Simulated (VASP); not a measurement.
# Si4Ni11 (P1) in VASP: further runs, part 2 of 2

VASP 6.6.1. Earlier steps stand in the parts before.

### Step 3. Single point, PBEsol

INCAR

```
PREC = Accurate ; ENCUT = 520
EDIFF = 1E-6 ; ISMEAR = 0
SIGMA = 0.1 ; LREAL = Auto
LASPH = T ; NELM = 60
ALGO = Fast ; ISIF = 2
LWAVE = F ; LCHARG = F
GGA = PS ; NBANDS = 76
ISYM = 0
```

KPOINTS

```
regular mesh
0
Gamma
  3 3 3
```

POSCAR

```
Si4Ni11
1.0
   -3.4483957297      3.4122233691      3.4496226652
    3.4477439787     -3.4113915042      3.4481390493
    3.4479455405      3.4109413150     -3.4487908003
Si Ni
4 11
Direct
    0.9982639942      0.4980028067      0.4994250113
    0.4998495199     -0.0001066283      0.4993615861
    0.4999758121      0.5013012175      0.0010774330
    0.9983047802      0.9997097240      0.0009604573
    0.4925587280      0.2470674348      0.2406519331
    0.0067778808      0.7525723550      0.2607916594
    1.0058273529      0.2469573636      0.7539521496
    0.4914123993      0.7528367290      0.7454523143
    0.7486991282      0.4999821677      0.7506920125
    0.2493267641      0.4992613864      0.2497386305
    0.7488504047     -0.0009181022      0.2497366376
    0.7594414468      0.7528731487      0.5078406184
    0.2530948002      0.2468469407      0.5071259430
    0.2445860487      0.7526509562      0.9928853815
    0.7394260600      0.2469274221     -0.0066324054
```

Potentials or basis: VASP PAW PBE potentials, release 64 (Si, Ni).

On the command line:

```sh
$ cat potpaw_PBE.64/Si/POTCAR potpaw_PBE.64/Ni/POTCAR > POTCAR
$ mpirun -np 1 vasp_std > vasp.out
```

OUTCAR:

```text
PREC = Accurate
   ENCUT = 520
   EDIFF = 1E-6
   ISMEAR = 0
   LREAL = Auto
   LASPH = T
   NELM = 60
   ISIF = 2
   GGA = PS
   ISYM = 0

 ion  position               nearest neighbor table
   1  0.998  0.498  0.499-   6 2.39   8 2.39  14 2.39  12 2.40  11 2.43  10 2.44   9 2.44   7 2.45
                             5 2.45  13 2.45  15 2.45
   2  0.500  1.000  0.499-   8 2.39   6 2.39  13 2.40  15 2.40  11 2.43   9 2.44  10 2.44   5 2.45
                             7 2.45  14 2.46  12 2.46
   3  0.500  0.501  0.001-   5 2.40  15 2.40  13 2.40   7 2.40  11 2.43   9 2.43  10 2.44  12 2.46
                            14 2.46   6 2.46   8 2.46
   4  0.998  1.000  0.001-  12 2.39  14 2.39   7 2.40   5 2.40  11 2.43  10 2.44   9 2.44  15 2.45
                            13 2.45   6 2.46   8 2.46
   5  0.493  0.247  0.241-   3 2.40   4 2.40  10 2.40  15 2.41  14 2.41  11 2.45   1 2.45   2 2.45
                            12 2.47  13 2.47   9 2.47
   6  0.007  0.753  0.261-   2 2.39   1 2.39  10 2.41  13 2.41  12 2.41  11 2.45   3 2.46   4 2.46
                            15 2.47  14 2.47   9 2.47
   7  0.006  0.247  0.754-   4 2.40   3 2.40  10 2.41  12 2.41  13 2.41  11 2.45   1 2.45   2 2.45
                            14 2.47  15 2.47   9 2.47
   8  0.491  0.753  0.745-   2 2.39   1 2.39  10 2.41  15 2.41  14 2.41  11 2.45   4 2.46   3 2.46
                            12 2.47  13 2.47   9 2.47
   9  0.749  0.500  0.751-  15 2.41  13 2.41  12 2.41  14 2.41   3 2.43   4 2.44   2 2.44   1 2.44
                             5 2.47   6 2.47   8 2.47   7 2.47
  10  0.249  0.499  0.250-   5 2.40   7 2.41   8 2.41   6 2.41   3 2.44   4 2.44   2 2.44   1 2.44
                            13 2.47  15 2.47  12 2.47  14 2.47
  11  0.749  0.999  0.250-   3 2.43   4 2.43   2 2.43   1 2.43   7 2.45  15 2.45   8 2.45   5 2.45
                            12 2.45  13 2.45  14 2.45   6 2.45
  12  0.759  0.753  0.508-   4 2.39   1 2.40   9 2.41   7 2.41   6 2.41  11 2.45   2 2.46   3 2.46
                             8 2.47   5 2.47  10 2.47
  13  0.253  0.247  0.507-   2 2.40   3 2.40   9 2.41   7 2.41   6 2.41  11 2.45   1 2.45   4 2.45
                             5 2.47   8 2.47  10 2.47
  14  0.245  0.753  0.993-   4 2.39   1 2.39   9 2.41   8 2.41   5 2.41  11 2.45   2 2.46   3 2.46
                             7 2.47   6 2.47  10 2.47
  15  0.739  0.247  0.993-   3 2.40   2 2.40   9 2.41   8 2.41   5 2.41  11 2.45   1 2.45   4 2.45
                             6 2.47   7 2.47  10 2.47

IMPORTANT INFORMATION: All symmetrisations will be switched off!
NOSYMM: (Re-)initialisation of all symmetry stuff for point group C_1.

----------------------------------------------------------------------------------------

                                     Primitive cell

  volume of cell :     162.2713

  direct lattice vectors                    reciprocal lattice vectors
    -3.448395730  3.412223369  3.449622665     0.000023268  0.146541887  0.144956894
     3.447743979 -3.411391504  3.448139049     0.145031833 -0.000008108  0.144988269
     3.447945541  3.410941315 -3.448790800     0.145027699  0.146569127 -0.000003973

  length of vectors
     5.952696697  5.950982561  5.951218958     0.206123813  0.205075184  0.206192974

  position of ions in fractional coordinates (direct lattice)
     0.998263994  0.498002807  0.499425011
     0.499849520  0.999893372  0.499361586
     0.499975812  0.501301218  0.001077433
     0.998304780  0.999709724  0.000960457
     0.492558728  0.247067435  0.240651933
     0.006777881  0.752572355  0.260791659
     0.005827353  0.246957364  0.753952150
     0.491412399  0.752836729  0.745452314
     0.748699128  0.499982168  0.750692012
     0.249326764  0.499261386  0.249738630
[... 81 lines left out ...]
   LASPH  =      T    aspherical Exc in radial PAW
   ENCUT  =  520.0 eV  38.22 Ry    6.18 a.u.  11.07 11.06 11.07*2*pi/ulx,y,z
   NELM   =     60;   NELMIN=  2; NELMDL= -5     # of ELM steps
   EDIFF  = 0.1E-05   stopping-criterion for ELM
   LREAL  =      T    real-space projection
   EDIFFG = 0.1E-04   stopping-criterion for IOM
   NSW    =      0    number of steps for IOM
   IBRION =     -1    ionic relax: 0-MD 1-quasi-New 2-CG
   NFREE  =      0    steps in history (QN), initial steepest desc. (CG)
   ISIF   =      2    stress and relaxation
   ISYM   =      0    0-nonsym 1-usesym 2-fastsym
   POTIM  = 0.5000    time-step for ionic-motion
   TEBEG  =    0.0;   TEEND  =   0.0 temperature during run
   PSTRESS=    0.0 pullay stress
   NELECT =     126.0000    total number of electrons
   NUPDOWN=      -1.0000    fix difference up-down
   EMIN   =  10.00;   EMAX   =-10.00  energy-range for DOS
   EFERMI =   0.00;   METHOD = LEGACY
   ISMEAR =     0;   SIGMA  =   0.10  broadening in eV -4-tet -1-fermi 0-gaus
   EFERMI_NEDOS =   21; number of points for ismear=-14 and -15
   IALGO  =     68    algorithm
   IMIX   =      4    mixing-type and parameters
     AMIX     =   0.40;   BMIX     =  1.00
     AMIX_MAG =   1.60;   BMIX_MAG =  1.00
  volume/ion in A,a.u.               =      10.82        73.00
  Fermi-wavevector in a.u.,A,eV,Ry     =   1.504704  2.843478 30.805419  2.264134
  Thomas-Fermi vector in A             =   2.615649
   LORBIT       =      0    0 simple, 1 ext, 2 COOP (PROOUT), +10 PAW based schemes
   GGA     = PS    functional components
   LHFCALC =     F    Hartree Fock is set to
   AEXX    =    0.0000 exact exchange contribution
   IVDW    =     0    specifies the selected vdW correction
   LEPSILON=     F    determine dielectric tensor
   LRPA    =     F    only Hartree local field effects (RPA)
 non-spin polarized calculation
 RMM-DIIS sequential band-by-band and
 Gauss-broadening in eV      SIGMA  =   0.10
  energy-cutoff  :      520.00
  volume of cell :      162.27
 maximum number of plane-waves:      4382
 NGX is ok and might be reduce to    48
   NGX = 23   NGY = 23   NGZ = 23

 number of electron     126.0000018 magnetization

 Free energy of the ion-electron system (eV)
  ---------------------------------------------------
  ext. energy  EPLUGINS =         0.00000000
  ---------------------------------------------------
  free energy    TOTEN  =       -97.29856514 eV

  energy without entropy =      -97.25664926  energy(sigma->0) =      -97.27760720

 E-fermi :  10.3863     XC(G=0): -13.1470

 val. band max:       10.3480325615   @ k =  -0.3333  -0.3333   0.3333
 cond. band min:      10.4638780511   @ k =   0.3333  -0.3333   0.3333
 fundamental gap:      0.1158454896
 Fermi energy:        10.3863151054

 k-point     1 :       0.0000    0.0000    0.0000
  band No.  band energies     occupation
      1      -1.5997      2.00000
      2       2.0839      2.00000
      3       2.1171      2.00000
      4       2.1182      2.00000
      5       4.1881      2.00000
      6       4.1897      2.00000
[... 1081 lines left out ...]
     74      14.9568      0.00000
     75      15.0705      0.00000
 [bands above 75 left out]

------------------------ aborting loop because EDIFF is reached ----------------------------------------

  FORCE on cell =-STRESS in cart. coord.  units (eV):
  Direction    XX          YY          ZZ          XY          YZ          ZX
  --------------------------------------------------------------------------------------
  -------------------------------------------------------------------------------------
  Total        0.1455556      0.0291754      0.1067856      0.0188797     -0.0307856      0.0295421
  in kB        1.4371360      0.2880622      1.0543424      0.1864074     -0.3039596      0.2916828
  external PRESSURE =       0.9265135 kB  Pullay stress =       0.0000000 kB

 VOLUME and BASIS-vectors are now :
 -----------------------------------------------------------------------------
  energy-cutoff  :      520.00
  volume of cell :      162.27
      direct lattice vectors                 reciprocal lattice vectors
    -3.448395730  3.412223369  3.449622665     0.000023268  0.146541887  0.144956894
     3.447743979 -3.411391504  3.448139049     0.145031833 -0.000008108  0.144988269
     3.447945541  3.410941315 -3.448790800     0.145027699  0.146569127 -0.000003973

 POSITION                                       TOTAL-FORCE (eV/Angst)
 -----------------------------------------------------------------------------------
     -0.00343      3.41093      3.43840        -0.010017     -0.003813     -0.014517
      3.44547     -0.00214      3.44987        -0.014419      0.004750      0.012018
      0.00796     -0.00043      3.44957         0.008501     -0.006434      0.005727
      0.00750     -0.00069      6.88760         0.014917      0.003431     -0.006929
     -0.01696      1.65873      1.72111        -0.019491     -0.007026     -0.006577
      3.47050     -1.65465      1.71894         0.019499      0.001128      0.000427
      3.43094      1.74910     -1.72858        -0.008378      0.013377     -0.000737
      3.47128      1.65128      1.72016         0.011624      0.001846     -0.006288
      1.73034      3.40966      1.71776        -0.006573      0.004220      0.005936
      1.72263     -0.00057      1.72031         0.007097     -0.009267      0.006915
      1.72332     -0.00118      5.16694         0.001690      0.002339      0.000199
      1.72787      1.75525      3.46436        -0.007978     -0.000187      0.013858
      1.72684      1.75130     -0.02473         0.000728      0.008549     -0.012289
      5.17493      1.65367      0.01472         0.002670     -0.003555      0.013491
      1.72659      5.06904     -0.02374         0.000132     -0.009359     -0.011234
 -----------------------------------------------------------------------------------
    total drift:                                0.000680     -0.000237     -0.001948

  FREE ENERGIE OF THE ION-ELECTRON SYSTEM (eV)
  ---------------------------------------------------
  free  energy   TOTEN  =       -97.2985651398 eV

  energy  without entropy=      -97.2566492637  energy(sigma->0) =      -97.27760720
```

Wall time 5.8 min (1 thread of Intel Xeon 6975P-C (Granite Rapids), shared host); peak memory 0.37 GiB.

What came out:

- Free energy: -97.2986 eV
- Pressure: 0.1 GPa
- Largest force: 0.022 eV/Å
- Band gap on the k mesh: zero (bands 63 and 64 overlap by 0.24 eV)

Forces in eV/Å, atoms in the order of the input:
```
Si  -0.010 -0.004 -0.015
Si  -0.014  0.005  0.012
Si   0.009 -0.006  0.006
Si   0.015  0.003 -0.007
Ni  -0.019 -0.007 -0.007
Ni   0.019  0.001  0.000
Ni  -0.008  0.013 -0.001
Ni   0.012  0.002 -0.006
Ni  -0.007  0.004  0.006
Ni   0.007 -0.009  0.007
Ni   0.002  0.002  0.000
Ni  -0.008  0.000  0.014
Ni   0.001  0.009 -0.012
Ni   0.003 -0.004  0.013
Ni   0.000 -0.009 -0.011
```

Caveat: the k points lie up to 0.43 Å⁻¹ apart; the PAW data sets were made with another functional, which shifts forces and pressure a little. Spin polarisation is off, so any magnetic state and its effect on volume and gap are missing.

### Step 4. Relaxation of cell and atoms, PBEsol

This run uses another cell than the first one, of 11.06 Å³/atom.

INCAR

```
SYSTEM = Si4Ni11
  PREC = Accurate
  ENCUT = 600
  EDIFF = 1E-6
  ISMEAR = 0
  SIGMA = 0.1
  LREAL = Auto
  LASPH = .TRUE.
  NELM = 100
  ALGO = Fast
  ISIF = 3
  LWAVE = .FALSE.
  LCHARG = .FALSE.
  GGA = PS
  IBRION = 2
  NSW = 70
  EDIFFG = -0.04
  ISYM = 0
```

KPOINTS

```
regular mesh
0
G
  3 3 3
  0 0 0
```

POSCAR

```
Si4Ni11
1.0
   -3.4612022787      3.4612022787      3.4612022787
    3.4612022787     -3.4612022787      3.4612022787
    3.4612022787      3.4612022787     -3.4612022787
Si Ni
4 11
Direct
    0.0041775166      0.5052363910      0.4972235181
    0.5007813257      0.9975622610      0.4947925644
    0.5042436761      0.5058831244      0.0052752187
    0.0040622884      0.0087291103      0.0024991858
    0.5008674874      0.2498780493      0.2491349748
    0.0022772615      0.7502441686      0.2510507086
    0.0035308992      0.2472022882      0.7469782672
    0.5015812357      0.7520733604      0.7533972256
    0.7473972909      0.4915309186      0.7446329796
    0.2495299095      0.4996072982      0.2530517017
    0.7472382103      0.0001141299      0.2499201361
    0.7477135267      0.7520824707      0.5018237064
    0.2513661029      0.2502042557      0.5020148086
    0.2491546530      0.7496908584      0.9992020813
    0.7529397575      0.2540366725      0.0056096270
```

On the command line:

```sh
$ cat potpaw_PBE.64/Si/POTCAR potpaw_PBE.64/Ni/POTCAR > POTCAR
$ mpirun -np 1 vasp_std > vasp.out
```

Run time: 31 min. Hardware: 1 thread of Intel Xeon 6975P-C (Granite Rapids), shared host; peak memory 0.44 GiB.

It converged, with:

```yaml
Free_energy: -97.3003 eV
Relaxed_volume: 10.81 Å³/atom
Relaxed_cell: a = 5.951 Å, b = 5.951 Å, c = 5.951 Å, α = 109.23°, β = 109.96°, γ = 109.24°
Space_group_after_relaxing_to_0.1_Å: I4/mmm (No. 139)
Energy_gained_by_relaxing: 12.3 meV/atom
Ionic_steps: 10
Pressure_after_relaxing: 0.1 GPa
Largest_force_after_relaxing: 0.035 eV/Å
Band_gap_on_the_k_mesh: zero (bands 63 and 64 overlap by 0.26 eV)
```

Forces in eV/Å, atoms in the order of the input:
```
Si  -0.018  0.004 -0.030
Si  -0.015 -0.007  0.018
Si   0.010 -0.003  0.026
Si   0.019 -0.001 -0.022
Ni  -0.015 -0.004 -0.003
Ni   0.023  0.006  0.013
Ni  -0.003  0.009  0.001
Ni   0.009 -0.004  0.002
Ni   0.011  0.006  0.003
Ni  -0.014 -0.004  0.001
Ni  -0.028  0.005  0.002
Ni   0.013  0.018  0.014
Ni  -0.003  0.022 -0.018
Ni   0.001 -0.022  0.002
Ni   0.009 -0.024 -0.010
```

Stress tensor (GPa, compression positive):
```
0.15 0.03 0.00
0.03 0.01 0.03
0.00 0.03 0.20
```

The path:
```csv
step,energy change (eV),largest force (eV/Å),pressure (GPa),volume (Å³)
1,0.0000,0.6370,-3.65,165.86
2,-0.1083,0.4131,3.83,159.89
3,-0.1140,0.4557,2.42,160.94
4,-0.1729,0.2180,0.34,162.04
5,-0.1731,0.2287,0.23,162.10
6,-0.1789,0.1337,-0.33,162.50
7,-0.1791,0.1302,-0.45,162.59
8,-0.1816,0.0900,0.34,162.04
9,-0.1816,0.0874,0.37,162.00
10,-0.1839,0.0352,0.12,162.19
```

Final structure:
```yaml
crystal:
  lattice:
    - [-3.44648, 3.41480, 3.44542]
    - [3.44625, -3.41571, 3.44605]
    - [3.44578, 3.41497, -3.44628]
  atoms:
    - { symbol: Si, position: [0.00119, 0.50095, 0.50031] }
    - { symbol: Si, position: [0.50127, 0.00080, 0.50045] }
    - { symbol: Si, position: [0.50156, 0.50165, 0.00083] }
    - { symbol: Si, position: [0.00072, 0.00066, 0.00071] }
    - { symbol: Ni, position: [0.49352, 0.24809, 0.23973] }
    - { symbol: Ni, position: [0.00696, 0.75346, 0.25909] }
    - { symbol: Ni, position: [0.00883, 0.24796, 0.75500] }
    - { symbol: Ni, position: [0.49500, 0.75370, 0.74724] }
    - { symbol: Ni, position: [0.75089, 0.49983, 0.74945] }
    - { symbol: Ni, position: [0.25121, 0.50189, 0.25132] }
    - { symbol: Ni, position: [0.75100, 0.00195, 0.25149] }
    - { symbol: Ni, position: [0.76056, 0.75348, 0.50688] }
    - { symbol: Ni, position: [0.25487, 0.24806, 0.50670] }
    - { symbol: Ni, position: [0.24736, 0.75377, 0.99374] }
    - { symbol: Ni, position: [0.74191, 0.24782, 0.99366] }
```

Levels at points of the mesh, in eV from the Fermi level:
```csv
k point,band 61,band 62,band 63,band 64,band 65,band 66
"(0.00, 0.00, 0.00)",-0.37,-0.21,-0.18,-0.18,0.14,0.58
```

Caveat: the k points lie up to 0.43 Å⁻¹ apart in the final cell; the PAW data sets were made with another functional, which shifts forces and pressure a little.

### Step 5. Summary

```csv
task,cell,cutoff (eV),gap on the mesh (eV),pressure (GPa),largest force (eV/Å)
single point,"a = 5.950, b = 5.951 Å, angles 109.2, 110.1, 109.2°, 15 atoms, atomic positions A",520,none,0.2,0.04
single point,"a = 5.953, b = 5.951, c = 5.951 Å, angles 109.2, 110.1, 109.2°, 15 atoms, atomic positions B",520,none,0.1,0.02
relaxation of cell and atoms,"relaxed from a = 5.995 Å, angles 109.5°, 15 atoms, atomic positions C",600,none,0.1,0.04
```

Alike in all rows: level PBEsol; potentials or basis VASP PAW PBE potentials, release 64 (Si, Ni); no spin polarisation; k mesh 3 × 3 × 3; smearing gaussian 0.1 eV.

Caveats: all runs use coarse meshes; the PAW data sets were made with another functional, which shifts forces and pressure a little.

Total energies depend on the potentials used, so only differences within one code and one set of settings carry meaning.

The gap in the log of VASP goes by the Fermi energy; the results here count the filled bands.